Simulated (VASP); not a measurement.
Crystal: Ta2N.

```
Ta N
1.0
     3.11286    0.00000    0.00000
    -1.55643    2.69582    0.00000
     0.00000    0.00000    4.86984
Ta N
2 1
Direct
  0.33333 0.66667 0.25471
  0.66667 0.33333 0.74529
  0.00000 0.00000 0.00000
```

* Program: VASP 6.6.1
* Task: relaxation of cell and atoms
* Functional: revPBE
* Dispersion: D3(BJ)
* Potentials or basis: VASP PAW PBE potentials, release 64 (Ta_pv, N)
* Cutoff: 600 eV
* k mesh: 7 × 7 × 5
* Occupations: tetrahedron
* Spin: non-collinear spin, zero start, spin-orbit coupling
* Starting moments: [[0.0, 0.0, 0.0], [0.0, 0.0, 0.0], [0.0, 0.0, 0.0]] μB

At the start: pressure -9.3 GPa; volume 13.62 Å³/atom.

How do energy, volume and symmetry change on relaxing?

Over 10 steps the energy falls by 14.6 meV/atom and the volume is 13.14 Å³/atom (-3.5 %); space group P-3m1 (No. 164, to 0.05 Å); moment 0.00 μB per cell.

The path:
```
step  energy change (eV)  largest force (eV/Å)  pressure (GPa)  volume (Å³)
   1              0.0000                0.1327           -9.31        40.87
   2              0.2254                0.7776           29.60        36.36
   3             -0.0410                0.3019           -0.23        39.54
   4             -0.0411                0.3078            0.11        39.50
   5             -0.0428                0.0235            0.11        39.42
   6             -0.0425                0.0531            0.12        39.41
   7             -0.0435                0.0331           -0.17        39.44
   8             -0.0435                0.0254           -0.27        39.45
   9             -0.0436                0.0298            0.66        39.34
  10             -0.0437                0.0083            0.07        39.42
```

Final structure:
```yaml
crystal:
  lattice:
    - [3.05897, 0.00000, 0.00000]
    - [-1.52949, 2.64915, 0.00000]
    - [0.00000, 0.00000, 4.86399]
  atoms:
    - { symbol: Ta, position: [0.33333, 0.66667, 0.25806] }
    - { symbol: Ta, position: [0.66667, 0.33333, 0.74194] }
    - { symbol: N, position: [0.00000, 0.00000, 0.00000] }
```

Caveat: the PAW data sets were made with another functional, which shifts forces and pressure a little.
